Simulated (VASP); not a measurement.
A run of VASP 6.6.1 is set up as follows.

INCAR

```
PREC = Accurate ; ENCUT = 520
EDIFF = 1E-6 ; ISMEAR = 0
SIGMA = 0.05 ; LREAL = False
LASPH = True ; NELM = 60
ALGO = Normal ; ISIF = 2
LWAVE = False ; LCHARG = False
GGA = CA ; NBANDS = 16
```

File KPOINTS:

```
regular mesh
0
Gamma
  12 12 4
```

The input POSCAR:

```
BN
1.0
    2.5655249748      0.0000000000      0.0000000000
   -1.2827624874      2.2218098023      0.0000000000
    0.0000000000      0.0000000000      6.6967145892
B N
2 2
Direct
    0.3333333333      0.6666666667      0.2500000000
    0.6666666667      0.3333333333      0.7500000000
    0.3333333333      0.6666666667      0.7500000000
    0.6666666667      0.3333333333      0.2500000000
```

Potentials or basis: VASP PAW LDA potentials, release 64 (B, N).

Command:

```bash
$ cat potpaw_LDA.64/B/POTCAR potpaw_LDA.64/N/POTCAR > POTCAR
$ mpirun -np 1 vasp_std > vasp.out
```

Predict the band gap on the k mesh.

3.96 eV (least direct gap 4.32 eV).

Predict the pressure.

-19.5 GPa.

Stress tensor (GPa, compression positive):
```
-28.73   0.00   0.00
  0.00 -28.73   0.00
  0.00   0.00  -0.97
```

Caveat: the cell stands under tension. A k mesh can miss the band edges.
